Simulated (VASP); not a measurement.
CuI (Marshite): single point with BLYP

Crystal: CuI (Marshite).

```xyz
2
Lattice="4.2872 0.0000 0.0000 2.1436 3.7128 0.0000 2.1436 1.2376 3.5005" Properties=species:S:1:pos:R:3 pbc="T T T"
Cu    2.1436    1.2376    0.8751
I     0.0000    0.0000    0.0000
```

```
Program                : VASP 6.6.1
Task                   : single point
Functional             : BLYP
Potentials or basis    : VASP PAW PBE potentials, release 64 (Cu, I)
Cutoff                 : 520 eV
k mesh                 : 6 × 6 × 6
Occupations            : fermi-dirac, width 0.02 eV
Spin                   : no spin polarisation
Dipole correction      : no
Further INCAR settings : ALGO = Normal; EDIFF = 1e-06; NBANDS = 16
```

The pressure is 3.8 GPa. The band gap on the k mesh is 1.22 eV, direct.

Levels at points of the mesh, in eV from the valence-band top:
```csv
k point,band 5,band 6,band 7,band 8,band 9,band 10,band 11,band 12,band 13,band 14
"(0.00, 0.00, 0.00)",-1.88,-1.88,0.00,0.00,0.00,1.22,4.98,4.98,4.98,8.31
"(0.50, 0.00, 0.00)",-1.85,-1.85,-1.80,-0.71,-0.71,2.22,5.53,5.53,7.62,9.25
"(0.50, 0.50, 0.00)",-1.89,-1.81,-1.79,-1.51,-1.51,2.89,2.97,9.30,9.82,9.82
```

Run time: 31 s on 1 thread of Intel Xeon 8259CL, on a shared host, peak memory 0.17 GiB.

Caveat: the PAW data sets were made with another functional, which shifts forces and pressure a little; spin-orbit coupling is left out, which moves the levels of the heavy elements. BLYP gaps usually lie below the measured ones, often by a third to a half.
